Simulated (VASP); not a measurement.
MoS2, 3 atoms in the cell. The structure is trigonal, space group P-3m1 (No. 164). Conventional cell: a = 3.227 Å, b = 3.227 Å, c = 6.312 Å, α = 90.00°, β = 90.00°, γ = 120.00°. Within 3.2 Å of Mo (site symmetry -3m) lie 6 S at 2.42 Å. S (site symmetry 3m) has 3 Mo at 2.42 Å within 3.2 Å. 

| Item | Value |
| --- | --- |
| Program | VASP 6.6.1 |
| Task | single point |
| Functional | PBE |
| Potentials or basis | VASP PAW PBE potentials, release 64 (Mo_sv, S) |
| Cutoff | 520 eV |
| k mesh | 9 × 9 × 4 |
| Occupations | gaussian, width 0.019 eV |
| Spin | no spin polarisation |
| Dipole correction | no |
| Further INCAR settings | ALGO = Normal; EDIFF = 1e-06; NBANDS = 20 |

Potentials or basis: VASP PAW PBE potentials, release 64 (Mo_sv, S).

The run is started by

```console
$ cat potpaw_PBE.64/Mo_sv/POTCAR potpaw_PBE.64/S/POTCAR > POTCAR
$ mpirun -np 1 vasp_std > vasp.out
```

Hardware: 1 thread of Intel(R) Xeon(R) Platinum 8559C (Emerald Rapids), with other jobs on the host.

**Question.** Estimate the wall time of this run.

**Answer.** Run time: 19 s on 1 thread of Intel(R) Xeon(R) Platinum 8559C (Emerald Rapids), with other jobs on the host, peak memory 0.19 GiB. Counts: scf iterations 14, k points 43.
